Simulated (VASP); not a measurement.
# InP (F-43m) in VASP: further runs

InP is run at these levels: PBEsol; tasks: single point.

All numbers are computed with VASP 6.6.1; they aren't measurements. Logs are shortened: lines on timing, memory, paths and dates and some standing lists are left out, and cuts for length are marked.

**1. The cell of the first run**

The structure is cubic, space group F-43m (No. 216). Conventional cell: a = 5.850 Å, b = 5.850 Å, c = 5.850 Å, α = 90.00°, β = 90.00°, γ = 90.00°. Within 3.3 Å of In (site symmetry -43m) lie 4 P at 2.53 Å. Within 3.3 Å of P (site symmetry -43m) lie 4 In at 2.53 Å.

**2. Single point, PBEsol**

The input, INCAR:

```
SYSTEM = InP
PREC     = Accurate       ! precision mode
ENCUT    = 520            ! plane-wave cutoff, eV
EDIFF    = 1E-6           ! SCF threshold, eV
ISMEAR   = 0              ! smearing method
SIGMA    = 0.01           ! smearing width, eV
LREAL    = .FALSE.        ! projectors in reciprocal space
LASPH    = .TRUE.         ! aspherical terms in the spheres
NELM     = 100            ! most SCF steps
ALGO     = Normal         ! electronic algorithm
ISIF     = 2              ! what is computed and relaxed
LWAVE    = .FALSE.        ! write WAVECAR
LCHARG   = .FALSE.        ! write CHGCAR
GGA      = PS             ! functional
NBANDS   = 16             ! bands
```

The input, KPOINTS:

```
Automatic mesh
0
G
  6 6 6
  0 0 0
```

The input, POSCAR:

```
InP
1.0
    0.0000000000      2.9250648372      2.9250648372
    2.9250648372      0.0000000000      2.9250648372
    2.9250648372      2.9250648372      0.0000000000
In P
1 1
Direct
    0.0000000000      0.0000000000      0.0000000000
    0.7500000000      0.7500000000      0.7500000000
```

Potentials or basis: VASP PAW PBE potentials, release 64 (In_d, P).

Started as:

```bash
cat potpaw_PBE.64/In_d/POTCAR potpaw_PBE.64/P/POTCAR > POTCAR
mpirun -np 1 vasp_std > vasp.out
```

OUTCAR:

```text
SYSTEM = InP
   PREC = Accurate
   ENCUT = 520
   EDIFF = 1E-6
   ISMEAR = 0
   LREAL = .FALSE.
   LASPH = .TRUE.
   NELM = 100
   ISIF = 2
   GGA = PS

 ion  position               nearest neighbor table
   1  0.000  0.000  0.000-   2 2.53   2 2.53   2 2.53   2 2.53
   2  0.750  0.750  0.750-   1 2.53   1 2.53   1 2.53   1 2.53

  LATTYP: Found a face centered cubic cell.
 ALAT       =     5.8501296744

  Lattice vectors:

 A1 = (   0.0000000000,   2.9250648372,   2.9250648372)
 A2 = (   2.9250648372,   0.0000000000,   2.9250648372)
 A3 = (   2.9250648372,   2.9250648372,   0.0000000000)

Analysis of symmetry for initial positions (statically):
=====================================================================
 Subroutine PRICEL returns:
 Original cell was already a primitive cell.

 Routine SETGRP: Setting up the symmetry group for a
 face centered cubic supercell.

 Subroutine GETGRP returns: Found 24 space group operations
 (whereof 24 operations were pure point group operations)
 out of a pool of 48 trial point group operations.

The static configuration has the point symmetry T_d .

Analysis of symmetry for dynamics (positions and initial velocities):
=====================================================================
 Subroutine PRICEL returns:
 Original cell was already a primitive cell.

 Routine SETGRP: Setting up the symmetry group for a
 face centered cubic supercell.

 Subroutine GETGRP returns: Found 24 space group operations
 (whereof 24 operations were pure point group operations)
 out of a pool of 48 trial point group operations.

The dynamic configuration has the point symmetry T_d .

 Subroutine INISYM returns: Found 24 space group operations
 (whereof 24 operations are pure point group operations),
 and found     1 'primitive' translations

----------------------------------------------------------------------------------------

                                     Primitive cell

  volume of cell :      50.0537

  direct lattice vectors                    reciprocal lattice vectors
     0.000000000  2.925064837  2.925064837    -0.170936382  0.170936382  0.170936382
     2.925064837  0.000000000  2.925064837     0.170936382 -0.170936382  0.170936382
     2.925064837  2.925064837  0.000000000     0.170936382  0.170936382 -0.170936382

  length of vectors
     4.136666364  4.136666364  4.136666364     0.296070498  0.296070498  0.296070498

  position of ions in fractional coordinates (direct lattice)
     0.000000000  0.000000000  0.000000000
     0.750000000  0.750000000  0.750000000

  ion indices of the primitive-cell ions
   primitive index   ion index
                 1           1
                 2           2

----------------------------------------------------------------------------------------

 KPOINTS: Automatic mesh

Automatic generation of k-mesh.
 Grid dimensions read from file:
 generate k-points for:    6    6    6

 Generating k-lattice:

  Cartesian coordinates                     Fractional coordinates (reciprocal lattice)
    -0.028489397  0.028489397  0.028489397     0.166666667  0.000000000  0.000000000
     0.028489397 -0.028489397  0.028489397     0.000000000  0.166666667  0.000000000
     0.028489397  0.028489397 -0.028489397     0.000000000  0.000000000  0.166666667

  Length of vectors
     0.049345083  0.049345083  0.049345083

  Shift w.r.t. Gamma in fractional coordinates (k-lattice)
     0.000000000  0.000000000  0.000000000

 Subroutine IBZKPT returns following result:
 ===========================================

 Found     16 irreducible k-points:

 Following reciprocal coordinates:
            Coordinates               Weight
  0.000000  0.000000  0.000000      1.000000
  0.166667  0.000000  0.000000      8.000000
  0.333333  0.000000  0.000000      8.000000
  0.500000  0.000000  0.000000      4.000000
  0.166667  0.166667  0.000000      6.000000
  0.333333  0.166667  0.000000     24.000000
[... 8 lines left out ...]
 -0.333333  0.333333  0.166667     24.000000
 -0.333333  0.500000  0.166667     12.000000
   k-points           NKPTS =     16   k-points in BZ     NKDIM =     16   number of bands    NBANDS=     16
   number of dos      NEDOS =    301   number of ions     NIONS =      2
   total plane-waves  NPLWV =  32768
   dimension x,y,z NGX =    32 NGY =   32 NGZ =   32
   dimension x,y,z NGXF=    64 NGYF=   64 NGZF=   64
   ions per type =               1   1
   NGX,Y,Z   is equivalent  to a cutoff of  12.86, 12.86, 12.86 a.u.
   NGXF,Y,Z  is equivalent  to a cutoff of  25.72, 25.72, 25.72 a.u.
 SYSTEM =  InP
   PREC   = accura    normal or accurate (medium, high low for compatibility)
   ISTART =      0    job   : 0-new  1-cont  2-samecut
   ICHARG =      2    charge: 1-file 2-atom 10-const
   ISPIN  =      1    spin polarized calculation?
   LNONCOLLINEAR =      F non collinear calculations
   LSORBIT =      F    spin-orbit coupling
   LASPH  =      T    aspherical Exc in radial PAW
   ENCUT  =  520.0 eV  38.22 Ry    6.18 a.u.   7.69  7.69  7.69*2*pi/ulx,y,z
   NELM   =    100;   NELMIN=  2; NELMDL= -5     # of ELM steps
   EDIFF  = 0.1E-05   stopping-criterion for ELM
   LREAL  =      F    real-space projection
   EDIFFG = 0.1E-04   stopping-criterion for IOM
   NSW    =      0    number of steps for IOM
   IBRION =     -1    ionic relax: 0-MD 1-quasi-New 2-CG
   NFREE  =      0    steps in history (QN), initial steepest desc. (CG)
   ISIF   =      2    stress and relaxation
   ISYM   =      2    0-nonsym 1-usesym 2-fastsym
   POTIM  = 0.5000    time-step for ionic-motion
   TEBEG  =    0.0;   TEEND  =   0.0 temperature during run
   PSTRESS=    0.0 pullay stress
   NELECT =      18.0000    total number of electrons
   NUPDOWN=      -1.0000    fix difference up-down
   EMIN   =  10.00;   EMAX   =-10.00  energy-range for DOS
   EFERMI =   0.00;   METHOD = LEGACY
   ISMEAR =     0;   SIGMA  =   0.01  broadening in eV -4-tet -1-fermi 0-gaus
   EFERMI_NEDOS =   21; number of points for ismear=-14 and -15
   IALGO  =     38    algorithm
   IMIX   =      4    mixing-type and parameters
     AMIX     =   0.40;   BMIX     =  1.00
     AMIX_MAG =   1.60;   BMIX_MAG =  1.00
  volume/ion in A,a.u.               =      25.03       168.89
  Fermi-wavevector in a.u.,A,eV,Ry     =   1.164180  2.199981 18.440184  1.355315
  Thomas-Fermi vector in A             =   2.300721
   LORBIT       =      0    0 simple, 1 ext, 2 COOP (PROOUT), +10 PAW based schemes
   GGA     = PS    functional components
   LHFCALC =     F    Hartree Fock is set to
   AEXX    =    0.0000 exact exchange contribution
   IVDW    =     0    specifies the selected vdW correction
   LEPSILON=     F    determine dielectric tensor
   LRPA    =     F    only Hartree local field effects (RPA)
 non-spin polarized calculation
 Gauss-broadening in eV      SIGMA  =   0.01
  energy-cutoff  :      520.00
  volume of cell :       50.05
 maximum number of plane-waves:      1363
   NGX = 15   NGY = 15   NGZ = 15

 number of electron      18.0000003 magnetization

 Free energy of the ion-electron system (eV)
  ---------------------------------------------------
  ext. energy  EPLUGINS =         0.00000000
  ---------------------------------------------------
  free energy    TOTEN  =        -9.14065227 eV

  energy without entropy =       -9.14065227  energy(sigma->0) =       -9.14065227

 E-fermi :   5.2294     XC(G=0):  -9.5013

 val. band max:        5.1598561708   @ k =   0.0000   0.0000   0.0000
 cond. band min:       5.8019270252   @ k =   0.0000   0.0000   0.0000
 fundamental gap:      0.6420708544
 Fermi energy:         5.2294468967

 k-point     1 :       0.0000    0.0000    0.0000
  band No.  band energies     occupation
      1      -9.0093      2.00000
      2      -9.0093      2.00000
      3      -9.0093      2.00000
      4      -8.8521      2.00000
      5      -8.8521      2.00000
      6      -6.4280      2.00000
[... 8 lines left out ...]
     15      14.5953      0.00000
     16      14.5953      0.00000

 k-point     2 :       0.1667    0.0000    0.0000
  band No.  band energies     occupation
      1      -9.0428      2.00000
      2      -8.9963      2.00000
      3      -8.9963      2.00000
      4      -8.8517      2.00000
      5      -8.8517      2.00000
      6      -6.1087      2.00000
[... 8 lines left out ...]
     15      13.7179      0.00000
     16      14.4622      0.00000

 k-point     3 :       0.3333    0.0000    0.0000
  band No.  band energies     occupation
      1      -9.1046      2.00000
      2      -8.9759      2.00000
      3      -8.9759      2.00000
      4      -8.8451      2.00000
      5      -8.8451      2.00000
      6      -5.2817      2.00000
[... 8 lines left out ...]
     15      14.2046      0.00000
     16      14.2046      0.00000

 k-point     4 :       0.5000    0.0000    0.0000
  band No.  band energies     occupation
      1      -9.1335      2.00000
      2      -8.9691      2.00000
      3      -8.9691      2.00000
      4      -8.8381      2.00000
      5      -8.8381      2.00000
      6      -4.6581      2.00000
[... 8 lines left out ...]
     15      15.7809      0.00000
     16      15.7809      0.00000
[... 172 lines left out ...]
 k-point    14 :       0.5000    0.3333    0.1667
  band No.  band energies     occupation
      1      -9.1464      2.00000
      2      -8.9531      2.00000
      3      -8.9338      2.00000
      4      -8.8729      2.00000
      5      -8.8333      2.00000
      6      -4.6363      2.00000
[... 8 lines left out ...]
     15      16.2214      0.00000
     16      16.8802      0.00000

 k-point    15 :      -0.3333    0.3333    0.1667
  band No.  band energies     occupation
      1      -9.1563      2.00000
      2      -8.9537      2.00000
      3      -8.9227      2.00000
      4      -8.8671      2.00000
      5      -8.8384      2.00000
      6      -4.1357      2.00000
[... 8 lines left out ...]
     15      16.1820      0.00000
     16      16.7258      0.00000

 k-point    16 :      -0.3333    0.5000    0.1667
  band No.  band energies     occupation
      1      -9.1762      2.00000
      2      -8.9346      2.00000
      3      -8.9097      2.00000
      4      -8.8819      2.00000
      5      -8.8295      2.00000
      6      -3.9235      2.00000
[... 8 lines left out ...]
     15      16.4168      0.00000
     16      17.1050      0.00000

------------------------ aborting loop because EDIFF is reached ----------------------------------------

  FORCE on cell =-STRESS in cart. coord.  units (eV):
  Direction    XX          YY          ZZ          XY          YZ          ZX
  --------------------------------------------------------------------------------------
  -------------------------------------------------------------------------------------
  Total        0.3046068      0.3046068      0.3046068      0.0000000     -0.0000000     -0.0000000
  in kB        9.7502036      9.7502036      9.7502036      0.0000000     -0.0000000     -0.0000000
  external PRESSURE =       9.7502036 kB  Pullay stress =       0.0000000 kB

 VOLUME and BASIS-vectors are now :
 -----------------------------------------------------------------------------
  energy-cutoff  :      520.00
  volume of cell :       50.05
      direct lattice vectors                 reciprocal lattice vectors
     0.000000000  2.925064837  2.925064837    -0.170936382  0.170936382  0.170936382
     2.925064837  0.000000000  2.925064837     0.170936382 -0.170936382  0.170936382
     2.925064837  2.925064837  0.000000000     0.170936382  0.170936382 -0.170936382

 POSITION                                       TOTAL-FORCE (eV/Angst)
 -----------------------------------------------------------------------------------
      0.00000      0.00000      0.00000        -0.000000     -0.000000     -0.000000
      4.38760      4.38760      4.38760         0.000000      0.000000      0.000000
 -----------------------------------------------------------------------------------
    total drift:                                0.000000      0.000000     -0.000000

  FREE ENERGIE OF THE ION-ELECTRON SYSTEM (eV)
  ---------------------------------------------------
  free  energy   TOTEN  =        -9.1406522654 eV

  energy  without entropy=       -9.1406522654  energy(sigma->0) =       -9.14065227
```

Wall time 11 s (1 thread of Intel Xeon 6975P-C, shared host); peak memory 0.18 GiB.

What came out:

```
Free energy            : -9.1407 eV
Pressure               : 1.0 GPa
Band gap on the k mesh : 0.64 eV, direct
```

Caveat: the PAW data sets were made with another functional, which shifts forces and pressure a little; spin-orbit coupling is left out, which moves the levels of the heavy elements.

**3. Single point, PBEsol**

This run uses another cell than the first one, of 24.70 Å³/atom, 0.987 times its volume.

The input, INCAR:

```
PREC = Accurate
ENCUT = 520
EDIFF = 1E-7
ISMEAR = 0
SIGMA = 0.01
LREAL = False
LASPH = True
NELM = 100
ALGO = Normal
ISIF = 2
LWAVE = False
LCHARG = False
GGA = PS
NBANDS = 16
```

The input, KPOINTS:

```
regular mesh
0
Gamma
  6 6 6
```

The input, POSCAR:

```
InP
1.0
    0.0000000000      2.9121682883      2.9121682883
    2.9121682883      0.0000000000      2.9121682883
    2.9121682883      2.9121682883      0.0000000000
In P
1 1
Direct
    0.0000000000      0.0000000000      0.0000000000
    0.7500000000      0.7500000000      0.7500000000
```

Potentials or basis: VASP PAW PBE potentials, release 64 (In_d, P).

Started as:

```bash
cat potpaw_PBE.64/In_d/POTCAR potpaw_PBE.64/P/POTCAR > POTCAR
mpirun -np 1 vasp_std > vasp.out
```

It took 11 s on 1 thread of Intel Xeon 6975P-C, shared host; peak memory 0.17 GiB.

It converged, with:

```yaml
Free_energy: -9.1344 eV
Pressure: 1.9 GPa
Band_gap_on_the_k_mesh: 0.71 eV, direct
```

Levels at points of the mesh, in eV from the valence-band top:
| k point | band 6 | band 7 | band 8 | band 9 | band 10 | band 11 | band 12 | band 13 |
| --- | --- | --- | --- | --- | --- | --- | --- | --- |
| (0.00, 0.00, 0.00) | -11.68 | 0.00 | 0.00 | 0.00 | 0.71 | 4.01 | 4.01 | 4.01 |
| (0.50, 0.00, 0.00) | -9.87 | -5.91 | -1.01 | -1.01 | 1.44 | 4.73 | 4.73 | 6.98 |
| (0.50, 0.50, 0.00) | -9.18 | -5.90 | -2.42 | -2.42 | 1.59 | 2.16 | 9.21 | 9.65 |

Caveat: the PAW data sets were made with another functional, which shifts forces and pressure a little; spin-orbit coupling is left out, which moves the levels of the heavy elements.
